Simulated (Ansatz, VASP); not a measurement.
## One calculation of MnS, two programs

```xyz
2
Lattice="0.0000 2.6045 2.6045 2.6045 0.0000 2.6045 2.6045 2.6045 0.0000" Properties=species:S:1:pos:R:3 pbc="T T T"
Mn    0.0000    0.0000    0.0000
S     2.6045    2.6045    2.6045
```

Alike in both runs: task single point; functional PBE; k mesh 9 × 9 × 9; occupations fermi-dirac, width 0.05 eV; collinear spin; Hubbard terms Mn d U = 6.2 eV.

```csv
,VASP,Ansatz
version,VASP 6.6.1,Ansatz 0.2.0
potentials or method,"VASP PAW PBE potentials, release 64 (Mn_pv, S)",Ansatz PAW polarizable
plane-wave cutoff (eV),520,420
valence electrons in the cell,19,21
```

```csv
,VASP,Ansatz,Ansatz less VASP
gap on the k mesh at the Fermi level (eV),1.36,1.18,-0.183
least direct gap on the mesh (eV),3.27,3.16,-0.109
pressure (GPa),5.9,7.1,+1.23
net moment per atom (μB),2.50,2.50,0.000
size of the moment on the site where the two differ most (μB),4.67,4.55,-0.112
```

Site moments also hang on the region over which each program counts them. The programs project onto different local orbitals, so the same U acts differently, and such runs can settle in different states. VASP's potentials hold 19 valence electrons a cell and Ansatz's 21, so a difference there can come from the potentials and not from the codes.

Noted on Ansatz's run: the magnetic or orbital state may not be the lowest; odd divisions of the mesh miss points on the zone boundary, where band edges often lie, so the gap on the mesh can be too wide.
